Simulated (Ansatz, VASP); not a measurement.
# One calculation of BaTiO3, two programs

```
Ba Ti O
1.0
     3.98410    0.00000    0.00000
     0.00000    2.83705    2.84580
     0.00000   -2.83705    2.84580
Ba Ti O
1 1 3
Cartesian
  0.0000 0.0000 0.0382
  1.9921 0.0000 2.9613
  0.0000 0.0000 2.7992
  1.9921 -1.3929 4.2044
  1.9921 1.3929 4.2044
```

Alike in both runs: functional PBE; k mesh 8 × 8 × 8; occupations fermi-dirac, width 0.02 eV; no spin polarisation.

Ansatz relaxed the structure, and its values are those at the end. VASP's run is a single point on that final structure, the one shown.

|  | VASP | Ansatz |
| --- | --- | --- |
| version | VASP 6.6.1 | Ansatz 0.2.0 |
| potentials or method | VASP PAW PBE potentials, release 64 (Ba_sv, Ti_sv, O) | plane-wave PAW, scalar-relativistic |
| plane-wave cutoff (eV) | 520 | 420 |
| valence electrons in the cell | 40 | 40 |

VASP gave:

* gap on the k mesh at the Fermi level (eV): 2.12
* pressure (GPa): 5.8
* rms of the force components (eV/Å): 0.031

What did Ansatz give for the same quantities?

gap on the k mesh at the Fermi level (eV): 2.18; pressure (GPa): 4.0; rms of the force components (eV/Å): 0.006.

Ansatz's warnings: stress scf threshold loose.

Neither program's run includes spin-orbit coupling.
